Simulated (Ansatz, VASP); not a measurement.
**Ga2SnO4: VASP beside Ansatz**

File INCAR:

```
ALGO = Normal
EDIFF = 1E-6
EDIFFG = -0.08
ENCUT = 600
GGA = PE
IBRION = 2
ISIF = 3
ISMEAR = 0
LASPH = True
LCHARG = False
LREAL = False
LWAVE = False
NELM = 80
NSW = 36
PREC = Accurate
SIGMA = 0.15
```

KPOINTS

```
k-points
0
Gamma
  3 3 3
```

File POSCAR:

```
Ga2SnO4
1.0
    0.0000000000      3.3261010500      5.6104933700
    2.6826035000      0.0000000000      5.6104933700
    2.6826035000      3.3261010500      0.0000000000
Ga Sn O
2 1 4
Direct
    0.2500000000      0.2500000000      0.2500000000
    0.7500000000      0.7500000000      0.7500000000
    0.0000000000      0.0000000000      0.0000000000
    0.0225457200      0.3110201600      0.6889798400
    0.3110201600      0.0225457200      0.9774542800
    0.6889798400      0.9774542800      0.0225457200
    0.9774542800      0.6889798400      0.3110201600
```

Input for Ansatz:

```yaml
crystal:
  lattice:
    - [0.0, 3.32610105, 5.61049337]
    - [2.6826035, 0.0, 5.61049337]
    - [2.6826035, 3.32610105, 0.0]
  atoms:
    - { symbol: Ga, position: [0.25, 0.25, 0.25] }
    - { symbol: Ga, position: [0.75, 0.75, 0.75] }
    - { symbol: Sn, position: [0.0, 0.0, 0.0] }
    - { symbol: O, position: [0.02254572, 0.31102016, 0.68897984] }
    - { symbol: O, position: [0.31102016, 0.02254572, 0.97745428] }
    - { symbol: O, position: [0.68897984, 0.97745428, 0.02254572] }
    - { symbol: O, position: [0.97745428, 0.68897984, 0.31102016] }
basis:
  ecutwfc: 420
kpoints:
  mp_grid: { grid: [3, 3, 3] }
hamiltonian:
  xc: pbe
scf:
  occupations: { method: gaussian, width: 0.15 }
  lower_state_search: "off"
output:
  forces: true
  stress: true
  eigenvalues: true
relax:
  adjacent_minimum: "off"
  f_tol: 0.08
  max_steps: 16
  cell: { stress_tol: 0.8 }
```

Alike in both runs: task relaxation of cell and atoms; functional PBE; k mesh 3 × 3 × 3; occupations gaussian, width 0.15 eV; no spin polarisation.

|  | VASP | Ansatz |
| --- | --- | --- |
| version | VASP 6.6.1 | Ansatz 0.2.0 |
| potentials or method | VASP PAW PBE potentials, release 64 (Ga_d, Sn_d, O), cutoff 600 eV | scalar-relativistic, plane waves, PAW |
| valence electrons in the cell | 64 | 64 |

|  | VASP | Ansatz | Ansatz less VASP |
| --- | --- | --- | --- |
| gap on the k mesh at the Fermi level, each at its own relaxed structure (eV) | 1.01 | 1.13 | +0.121 |
| relaxed volume (Å³/atom) | 19.63 | 20.56 | +0.933 |
| relaxed cell length with the largest relative difference (Å) | 5.168 | 5.692 | +0.5244 |

One of these differences is far larger than is usual between the two programs; its cause wasn't traced.

The k mesh is coarse, so the values compare programs but aren't converged. Noted on VASP's run: the volume moved by over 15 % at a fixed basis, so the end points are rough.
